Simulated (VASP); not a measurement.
Wanted: the native input for a VASP 6.6.1 run.

* Task: single point
* Functional: PBE
* Potentials or basis: VASP PAW PBE potentials, release 64 (Cu, O)
* Cutoff: 520 eV
* k mesh: 12 × 12 × 8
* Occupations: gaussian, width 0.05 eV
* Spin: no spin polarisation
* Dipole correction: no
* Further INCAR settings: ALGO = Normal; EDIFF = 1e-06; NBANDS = 25

The structure of CuO lies in POSCAR:

```
CuO
1.0
    2.0609299675     -2.0636546528      0.1615895418
    2.0609299675      2.0636546528      0.1615895418
   -0.4023476323      0.0000000000      5.1283275180
Cu O
2 2
Direct
    0.0000000000      0.5000000000      0.0000000000
    0.5000000000      0.0000000000      0.5000000000
    0.5000121224      0.4999878776      0.2500000000
    0.4999878776      0.5000121224      0.7500000000
```

These files were run (other wordings do the same):

INCAR

```
PREC = Accurate
ENCUT = 520
EDIFF = 1E-6
ISMEAR = 0
SIGMA = 0.05
LREAL = False
LASPH = True
NELM = 60
ALGO = Normal
ISIF = 2
LWAVE = False
LCHARG = True
GGA = PE
LELF = True
LVHAR = True
NBANDS = 25
```

KPOINTS

```
Automatic mesh
0
Gamma
  12 12 8
```

Potentials or basis: VASP PAW PBE potentials, release 64 (Cu, O).

The run is started by

```sh
$ cat potpaw_PBE.64/Cu/POTCAR potpaw_PBE.64/O/POTCAR > POTCAR
$ mpirun -np 1 vasp_std > vasp.out
```

It gave:

* Pressure: 3.6 GPa
* Band gap on the k mesh: zero (bands 17 and 18 overlap by 1.17 eV)

Caveat: the cell stands under pressure; semilocal functionals often make such compounds metallic where correlation or magnetic order opens a gap, which also shifts bond lengths.

It took 6.2 min on 1 thread of Intel Xeon 8259CL (shared host), peak memory 0.39 GiB.
